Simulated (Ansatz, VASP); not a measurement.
# Two plane-wave programs on C

File INCAR:

```
SYSTEM = C
PREC     = Accurate       ! precision mode
ENCUT    = 600            ! plane-wave cutoff, eV
EDIFF    = 1E-6           ! SCF threshold, eV
ISMEAR   = 0              ! smearing method
SIGMA    = 0.1            ! smearing width, eV
LREAL    = .FALSE.        ! projectors in reciprocal space
LASPH    = .TRUE.         ! aspherical terms in the spheres
NELM     = 60             ! most SCF steps
ALGO     = Normal         ! electronic algorithm
ISIF     = 3              ! what is computed and relaxed
LWAVE    = .FALSE.        ! write WAVECAR
LCHARG   = .FALSE.        ! write CHGCAR
GGA      = PE             ! functional
IBRION   = 2              ! ionic algorithm
NSW      = 70             ! ionic steps
EDIFFG   = -0.005         ! ionic threshold
```

File KPOINTS:

```
regular mesh
0
G
  21 21 6
  0 0 0
```

The input POSCAR:

```
C
1.0
    2.4649740423      0.0000000000      0.0000000000
   -1.2324870212      2.1347301403      0.0000000000
    0.0000000000      0.0000000000      6.7441727653
C
4
Direct
    0.0000000000      0.0000000000      0.2500000000
    0.0000000000      0.0000000000      0.7500000000
    0.3333333333      0.6666666667      0.2500000000
    0.6666666667      0.3333333333      0.7500000000
```

Input for Ansatz:

```yaml
crystal:
  lattice:
    - [2.4649740423, 0.0, 0.0]
    - [-1.2324870212, 2.1347301403, 0.0]
    - [0.0, 0.0, 6.7441727653]
  atoms:
    - { symbol: C, position: [0.0, 0.0, 0.25] }
    - { symbol: C, position: [0.0, 0.0, 0.75] }
    - { symbol: C, position: [0.3333333333, 0.6666666667, 0.25] }
    - { symbol: C, position: [0.6666666667, 0.3333333333, 0.75] }
basis:
  ecutwfc: 420
kpoints:
  mp_grid: { grid: [21, 21, 6] }
hamiltonian:
  xc: pbe
scf:
  occupations: { method: gaussian, width: 0.1 }
output:
  forces: true
  stress: true
  eigenvalues: true
relax:
  adjacent_minimum: "off"
  f_tol: 0.005
  max_steps: 50
  cell: { stress_tol: 0.05 }
```

Alike in both runs: task relaxation of cell and atoms; functional PBE; k mesh 21 × 21 × 6; occupations gaussian, width 0.1 eV; no spin polarisation.

```csv
,VASP,Ansatz
version,VASP 6.6.1,Ansatz 0.2.0
potentials or method,"VASP PAW PBE potentials, release 64 (C), cutoff 600 eV","scalar-relativistic, plane waves, PAW"
valence electrons in the cell,16,16
```

|  | VASP | Ansatz | Ansatz less VASP |
| --- | --- | --- | --- |
| gap on the k mesh at the Fermi level, each at its own relaxed structure (eV) | none | none | - |
| relaxed volume (Å³/atom) | 10.43 | 11.23 | +0.807 |
| relaxed cell length with the largest relative difference (Å) | 7.912 | 8.529 | +0.6167 |

A gap of «none» marks a metal or a gap that the smearing closes. One of these differences is far larger than is usual between the two programs; its cause wasn't traced.

Noted on VASP's run: the volume moved by over 15 % at a fixed basis, so the end points are rough.
